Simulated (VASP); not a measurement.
The system is NbAs.

```xyz
2
Lattice="2.1159 1.2216 3.1410 -2.1159 1.2216 3.1410 0.0000 -2.4433 3.1410" Properties=species:S:1:pos:R:3 pbc="T T T"
Nb    0.0000    0.0000    4.7115
As    0.0000    0.0000    0.0000
```

The cell was generated, and may not be a known phase.

```yaml
Program: VASP 6.6.1
Task: relaxation of cell and atoms
Functional: PBE
Potentials_or_basis: VASP PAW PBE potentials, release 64 (Nb_sv, As_d)
Cutoff: 520 eV
k_mesh: 6 × 6 × 6
Occupations: gaussian, width 0.2 eV
Spin: no spin polarisation
```

At the start: pressure -21.3 GPa; volume 24.36 Å³/atom.

Question: How do energy, volume and symmetry change on relaxing?

Answer: Over 8 steps the energy falls by 527.5 meV/atom and the volume is 18.35 Å³/atom (-24.7 %); space group R-3m (No. 166, to 0.1 Å) before and after.

The path:
| step | energy change (eV) | largest force (eV/Å) | pressure (GPa) | volume (Å³) |
| --- | --- | --- | --- | --- |
| 1 | 0.0000 | 0.0000 | -21.33 | 48.71 |
| 2 | -0.0163 | 0.0000 | 54.03 | 29.24 |
| 3 | -1.0446 | 0.0000 | -1.56 | 37.14 |
| 4 | -1.0467 | 0.0000 | -0.34 | 36.83 |
| 5 | -1.0467 | 0.0000 | 0.51 | 36.61 |
| 6 | -1.0497 | 0.0000 | 0.49 | 36.63 |
| 7 | -1.0543 | 0.0000 | 0.46 | 36.68 |
| 8 | -1.0551 | 0.0000 | 0.43 | 36.69 |

Final structure:
```yaml
crystal:
  lattice:
    - [1.84998, 1.06809, 3.09498]
    - [-1.84998, 1.06809, 3.09498]
    - [0.00000, -2.13618, 3.09498]
  atoms:
    - { symbol: Nb, position: [0.50000, 0.50000, 0.50000] }
    - { symbol: As, position: [0.00000, 0.00000, 0.00000] }
```

Caveat: the volume moved by over 15 % at a fixed basis, so the end points are rough; the highest band is partly filled, so the run has too few bands.
